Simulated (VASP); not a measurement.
# Ta (I4/mmm) in VASP: single point with PBE

Aim: the single point of Ta with PBE.

Program: VASP 6.6.1. These are calculated values, not measurements. Logs are shortened: lines on timing, memory, paths and dates and some standing lists are left out, and cuts for length are marked.

**1. The cell of the first run**

Symmetry: I4/mmm, No. 139, tetragonal system. The conventional cell has a = 2.908 Å, b = 2.908 Å, c = 4.360 Å, α = 90.00°, β = 90.00°, γ = 90.00°. Ta (site symmetry 4/mmm) has 12 Ta at 2.91 to 3.00 Å within 3.8 Å.

**2. Single point, PBE**

INCAR

```
SYSTEM = Ta
PREC = Accurate ; ENCUT = 520
EDIFF = 1E-6 ; ISMEAR = 0
SIGMA = 0.1 ; LREAL = .FALSE.
LASPH = .TRUE. ; NELM = 100
ALGO = Fast ; ISIF = 2
LWAVE = .FALSE. ; LCHARG = .FALSE.
GGA = PE ; ISYM = 0
NBANDS = 12
```

KPOINTS

```
regular mesh
0
G
  12 12 16
  0 0 0
```

POSCAR

```
Ta
1.0
    2.9076478643      0.0000000000      0.0000000000
    0.0000000000      2.9076478643      0.0000000000
    1.4538239322      1.4538239322      2.1800807242
Ta
1
Direct
    0.0000000000      0.0000000000      0.0000000000
```

Potentials or basis: VASP PAW PBE potentials, release 64 (Ta_pv).

Started as:

```console
> cat potpaw_PBE.64/Ta_pv/POTCAR > POTCAR
> mpirun -np 1 vasp_std > vasp.out
```

OUTCAR:

```text
SYSTEM = Ta
   PREC = Accurate
   ENCUT = 520
   EDIFF = 1E-6
   ISMEAR = 0
   LREAL = .FALSE.
   LASPH = .TRUE.
   NELM = 100
   ISIF = 2
   GGA = PE
   ISYM = 0

 ion  position               nearest neighbor table
   1  0.000  0.000  0.000-

IMPORTANT INFORMATION: All symmetrisations will be switched off!
NOSYMM: (Re-)initialisation of all symmetry stuff for point group C_1.

----------------------------------------------------------------------------------------

                                     Primitive cell

  volume of cell :      18.4313

  direct lattice vectors                    reciprocal lattice vectors
     2.907647864  0.000000000  0.000000000     0.343920601  0.000000000 -0.229349305
     0.000000000  2.907647864  0.000000000     0.000000000  0.343920601 -0.229349305
     1.453823932  1.453823932  2.180080724     0.000000000  0.000000000  0.458698611

  length of vectors
     2.907647864  2.907647864  2.996658141     0.413379346  0.413379346  0.458698611

  position of ions in fractional coordinates (direct lattice)
     0.000000000  0.000000000  0.000000000

  ion indices of the primitive-cell ions
   primitive index   ion index
                 1           1

----------------------------------------------------------------------------------------

 KPOINTS: regular mesh

Automatic generation of k-mesh.
 Grid dimensions read from file:
 generate k-points for:   12   12   16

 Generating k-lattice:

  Cartesian coordinates                     Fractional coordinates (reciprocal lattice)
     0.028660050  0.000000000 -0.019112442     0.083333333  0.000000000  0.000000000
     0.000000000  0.028660050 -0.019112442     0.000000000  0.083333333  0.000000000
     0.000000000  0.000000000  0.028668663     0.000000000  0.000000000  0.062500000

  Length of vectors
     0.034448279  0.034448279  0.028668663

  Shift w.r.t. Gamma in fractional coordinates (k-lattice)
     0.000000000  0.000000000  0.000000000

 -----------------------------------------------------------------------------
|                                                                             |
|           W    W    AA    RRRRR   N    N  II  N    N   GGGG   !!!           |
|           W    W   A  A   R    R  NN   N  II  NN   N  G    G  !!!           |
|           W    W  A    A  R    R  N N  N  II  N N  N  G       !!!           |
|           W WW W  AAAAAA  RRRRR   N  N N  II  N  N N  G  GGG   !            |
|           WW  WW  A    A  R   R   N   NN  II  N   NN  G    G                |
|           W    W  A    A  R    R  N    N  II  N    N   GGGG   !!!           |
|                                                                             |
|     Your reciprocal lattice and k-lattice belong to different lattice       |
|     classes:                                                                |
|                                                                             |
|        The reciprocal lattice is body-centered tetragonal,                  |
|        whereas your k-lattice is base-centered monoclinic.                  |
|                                                                             |
|     Results are often still useful ...                                      |
|                                                                             |
 -----------------------------------------------------------------------------

 WARNING: IBZKPT: internal override: KBLOWUP is changed to .FALSE.
      ... skipping the blow-up phase ...

 Subroutine IBZKPT returns following result:
 ===========================================

 Found   1156 irreducible k-points:

 Following reciprocal coordinates:
            Coordinates               Weight
  0.000000  0.000000  0.000000      1.000000
  0.083333  0.000000 -0.000000      2.000000
  0.166667  0.000000 -0.000000      2.000000
  0.250000  0.000000  0.000000      2.000000
  0.333333  0.000000  0.000000      2.000000
  0.416667  0.000000  0.000000      2.000000
[... 16 lines left out ...]
  0.250000  0.166667  0.000000      2.000000
  0.333333  0.166667  0.000000      2.000000
 [... further k-points ...]
   k-points           NKPTS =   1156   k-points in BZ     NKDIM =   1156   number of bands    NBANDS=     12
   number of dos      NEDOS =    301   number of ions     NIONS =      1
   total plane-waves  NPLWV =  13824
   dimension x,y,z NGX =    24 NGY =   24 NGZ =   24
   dimension x,y,z NGXF=    48 NGYF=   48 NGZF=   48
   ions per type =               1
   NGX,Y,Z   is equivalent  to a cutoff of  13.72, 13.72, 13.31 a.u.
   NGXF,Y,Z  is equivalent  to a cutoff of  27.44, 27.44, 26.63 a.u.
 SYSTEM =  Ta
   PREC   = accura    normal or accurate (medium, high low for compatibility)
   ISTART =      0    job   : 0-new  1-cont  2-samecut
   ICHARG =      2    charge: 1-file 2-atom 10-const
   ISPIN  =      1    spin polarized calculation?
   LNONCOLLINEAR =      F non collinear calculations
   LSORBIT =      F    spin-orbit coupling
   LASPH  =      T    aspherical Exc in radial PAW
   ENCUT  =  520.0 eV  38.22 Ry    6.18 a.u.   5.41  5.41  5.57*2*pi/ulx,y,z
   NELM   =    100;   NELMIN=  2; NELMDL= -5     # of ELM steps
   EDIFF  = 0.1E-05   stopping-criterion for ELM
   LREAL  =      F    real-space projection
   EDIFFG = 0.1E-04   stopping-criterion for IOM
   NSW    =      0    number of steps for IOM
   IBRION =     -1    ionic relax: 0-MD 1-quasi-New 2-CG
   NFREE  =      0    steps in history (QN), initial steepest desc. (CG)
   ISIF   =      2    stress and relaxation
   ISYM   =      0    0-nonsym 1-usesym 2-fastsym
   POTIM  = 0.5000    time-step for ionic-motion
   TEBEG  =    0.0;   TEEND  =   0.0 temperature during run
   PSTRESS=    0.0 pullay stress
   NELECT =      11.0000    total number of electrons
   NUPDOWN=      -1.0000    fix difference up-down
   EMIN   =  10.00;   EMAX   =-10.00  energy-range for DOS
   EFERMI =   0.00;   METHOD = LEGACY
   ISMEAR =     0;   SIGMA  =   0.10  broadening in eV -4-tet -1-fermi 0-gaus
   EFERMI_NEDOS =   21; number of points for ismear=-14 and -15
   IALGO  =     68    algorithm
   IMIX   =      4    mixing-type and parameters
     AMIX     =   0.40;   BMIX     =  1.00
     AMIX_MAG =   1.60;   BMIX_MAG =  1.00
  volume/ion in A,a.u.               =      18.43       124.38
  Fermi-wavevector in a.u.,A,eV,Ry     =   1.378331  2.604669 25.848315  1.899798
  Thomas-Fermi vector in A             =   2.503403
   LORBIT       =      0    0 simple, 1 ext, 2 COOP (PROOUT), +10 PAW based schemes
   GGA     = PE    functional components
   LHFCALC =     F    Hartree Fock is set to
   AEXX    =    0.0000 exact exchange contribution
   IVDW    =     0    specifies the selected vdW correction
   LEPSILON=     F    determine dielectric tensor
   LRPA    =     F    only Hartree local field effects (RPA)
 non-spin polarized calculation
 RMM-DIIS sequential band-by-band and
 Gauss-broadening in eV      SIGMA  =   0.10
  energy-cutoff  :      520.00
  volume of cell :       18.43
 maximum number of plane-waves:       517
 NGX is ok and might be reduce to    24
   NGX = 11   NGY = 11   NGZ = 11

 number of electron      11.0000001 magnetization

 Free energy of the ion-electron system (eV)
  ---------------------------------------------------
  ext. energy  EPLUGINS =         0.00000000
  ---------------------------------------------------
  free energy    TOTEN  =       -11.58433469 eV

  energy without entropy =      -11.57685489  energy(sigma->0) =      -11.58059479

 E-fermi :   5.6349     XC(G=0): -12.5024

 val. band max:        5.6345633554   @ k =  -0.4167   0.2500   0.2500
 cond. band min:       5.6435144941   @ k =  -0.2500   0.4167   0.4375
 fundamental gap:      0.0089511387
 Fermi energy:         5.6349060945

 k-point     1 :       0.0000    0.0000    0.0000
  band No.  band energies     occupation
      1     -27.8858      2.00000
      2     -27.8686      2.00000
      3     -27.8674      2.00000
      4      -2.5282      2.00000
      5       5.6167      1.20300
      6       6.4107      0.00000
      7       6.4118      0.00000
      8       8.5844      0.00000
      9       9.7454      0.00000
     10      18.2448      0.00000
     11      19.8838      0.00000
     12      22.0125      0.00000

 k-point     2 :       0.0833    0.0000   -0.0000
  band No.  band energies     occupation
      1     -27.9529      2.00000
      2     -27.8919      2.00000
      3     -27.8748      2.00000
      4      -2.2446      2.00000
      5       5.6214      1.15108
      6       6.2854      0.00000
      7       6.5463      0.00000
      8       8.5016      0.00000
      9       9.5784      0.00000
     10      18.8300      0.00000
     11      19.8833      0.00000
     12      21.7355      0.00000

 k-point     3 :       0.1667    0.0000   -0.0000
  band No.  band energies     occupation
      1     -28.1618      2.00000
      2     -27.9270      2.00000
      3     -27.8933      2.00000
      4      -1.4607      2.00000
      5       5.3271      1.99999
      6       6.2531      0.00000
      7       6.8445      0.00000
      8       8.5001      0.00000
      9       9.2872      0.00000
     10      19.6143      0.00000
     11      19.8870      0.00000
     12      20.8913      0.00000
[... 286 lines left out ...]
 k-point    23 :       0.2500    0.1667    0.0000
  band No.  band energies     occupation
      1     -28.5779      2.00000
      2     -28.1768      2.00000
      3     -27.9934      2.00000
      4       1.1135      2.00000
      5       4.6062      2.00000
      6       5.5454      1.79450
      7       7.0575      0.00000
      8       8.4135      0.00000
      9      11.6907      0.00000
     10      18.9911      0.00000
     11      19.8948      0.00000
     12      21.6010      0.00000

 k-point    24 :       0.3333    0.1667    0.0000
  band No.  band energies     occupation
      1     -28.7531      2.00000
      2     -28.2122      2.00000
      3     -28.0411      2.00000
      4       1.7878      2.00000
      5       4.7591      2.00000
      6       5.3709      1.99981
      7       6.7303      0.00000
      8       9.7204      0.00000
      9      12.4977      0.00000
     10      17.1757      0.00000
     11      19.8892      0.00000
     12      20.5220      0.00000

 [... further k-points ...]
[... 5 lines left out ...]
  --------------------------------------------------------------------------------------
  -------------------------------------------------------------------------------------
  Total        0.1896852      0.1896995      0.9479739     -0.0148929     -0.0039027     -0.0038955
  in kB       16.4887530     16.4899973     82.4044739     -1.2945933     -0.3392524     -0.3386248
  external PRESSURE =      38.4610747 kB  Pullay stress =       0.0000000 kB

 VOLUME and BASIS-vectors are now :
 -----------------------------------------------------------------------------
  energy-cutoff  :      520.00
  volume of cell :       18.43
      direct lattice vectors                 reciprocal lattice vectors
     2.907647864  0.000000000  0.000000000     0.343920601  0.000000000 -0.229349305
     0.000000000  2.907647864  0.000000000     0.000000000  0.343920601 -0.229349305
     1.453823932  1.453823932  2.180080724     0.000000000  0.000000000  0.458698611

 POSITION                                       TOTAL-FORCE (eV/Angst)
 -----------------------------------------------------------------------------------
      0.00000      0.00000      0.00000         0.000000      0.000000      0.000000
 -----------------------------------------------------------------------------------
    total drift:                                0.000000      0.000000      0.000000

  FREE ENERGIE OF THE ION-ELECTRON SYSTEM (eV)
  ---------------------------------------------------
  free  energy   TOTEN  =       -11.5843346908 eV

  energy  without entropy=      -11.5768548919  energy(sigma->0) =      -11.58059479
```

It took 1.7 min on 1 thread of Intel Xeon Platinum 8559C (Emerald Rapids), shared host; peak memory 0.35 GiB.

Results:

```
Free energy : -11.5843 eV
Pressure    : 3.8 GPa
```

Levels at points of the mesh, in eV from the Fermi level:
```tsv
k point	band 3	band 4	band 5	band 6	band 7	band 8	band 9	band 10
(0.00, 0.00, 0.00)	-33.50	-8.16	-0.02	0.78	0.78	2.95	4.11	12.61
(0.50, 0.00, 0.00)	-33.60	-4.65	-0.15	0.68	0.79	5.73	6.16	10.36
(0.00, 0.50, 0.00)	-33.60	-4.65	-0.15	0.68	0.79	5.73	6.16	10.36
(0.50, 0.50, 0.00)	-33.87	-4.42	-3.40	3.40	5.82	6.20	7.11	10.63
(0.00, 0.00, 0.50)	-33.82	-4.51	-3.31	2.35	6.03	6.63	6.63	11.77
(0.50, 0.00, 0.50)	-33.60	-4.65	-0.15	0.68	0.79	5.73	6.16	10.36
(0.00, 0.50, 0.50)	-33.60	-4.65	-0.15	0.68	0.79	5.73	6.16	10.36
(0.50, 0.50, 0.50)	-33.87	-4.42	-3.40	3.40	5.82	6.20	7.11	10.63
```

Caveat: spin-orbit coupling is left out, which moves the levels of the heavy elements.
